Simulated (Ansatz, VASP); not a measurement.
One calculation of Os, two programs

INCAR

```
SYSTEM = Os
PREC = Accurate
ENCUT = 520
EDIFF = 1E-6
ISMEAR = -1
SIGMA = 0.1
LREAL = .FALSE.
LASPH = .TRUE.
NELM = 60
ALGO = Normal
ISIF = 2
LWAVE = .FALSE.
LCHARG = .TRUE.
GGA = RE
LELF = .TRUE.
LVHAR = .TRUE.
NBANDS = 24
```

The input KPOINTS:

```
Automatic mesh
0
G
  15 15 4
  0 0 0
```

Contents of POSCAR:

```
Os
1.0
    2.8209417078      0.0000000000      0.0000000000
   -1.4104708539      2.4430071816      0.0000000000
    0.0000000000      0.0000000000      9.0549048217
Os
4
Direct
    0.0000000000      0.0000000000      0.0000000000
    1.0000000000      1.0000000000      0.5000000000
    0.3333333333      0.6666666667      0.2500000000
    0.6666666667      0.3333333333      0.7500000000
```

Input for Ansatz:

```yaml
crystal:
  lattice:
    - [2.8209417078, 0.0, 0.0]
    - [-1.4104708539, 2.4430071816, 0.0]
    - [0.0, 0.0, 9.0549048217]
  atoms:
    - { symbol: Os, position: [0.0, 0.0, 0.0] }
    - { symbol: Os, position: [1.0, 1.0, 0.5] }
    - { symbol: Os, position: [0.3333333333, 0.6666666667, 0.25] }
    - { symbol: Os, position: [0.6666666667, 0.3333333333, 0.75] }
hamiltonian:
  xc: revpbe
  pseudopotentials:
    kind: paw
    azcp:
      Os: "pseudopotentials/Os.paw.azcp"
basis:
  ecutwfc: 420
  fft_grid_basis: typed
kpoints:
  mp_grid: { grid: [15, 15, 4], shift: [0, 0, 0] }
magnetization:
  spin_polarized: false
scf:
  occupations: { method: fermi_dirac, width: 0.1 }
  lower_state_search: "off"
output:
  stress: true
```

Alike in both runs: task single point; functional revPBE; k mesh 15 × 15 × 4; occupations fermi-dirac, width 0.1 eV; no spin polarisation.

|  | VASP | Ansatz |
| --- | --- | --- |
| version | VASP 6.6.1 | Ansatz 0.2.0 |
| potentials or method | VASP PAW PBE potentials, release 64 (Os), cutoff 520 eV | plane waves (420 eV) with PAW, scalar-relativistic |
| valence electrons in the cell | 32 | 64 |

VASP gave:

- pressure (GPa): -25.1
- traceless stress, the component that is largest in VASP (GPa): 0.15

**Question.** Which values does Ansatz return?

**Answer.** Pressure (GPa): -24.5; traceless stress, the component that is largest in VASP (GPa): 0.17.

VASP's potentials were made for PBE, not for revPBE. VASP's potentials hold 32 valence electrons a cell and Ansatz's 64, so a difference there can come from the potentials and not from the codes.

Neither program's run includes spin-orbit coupling.
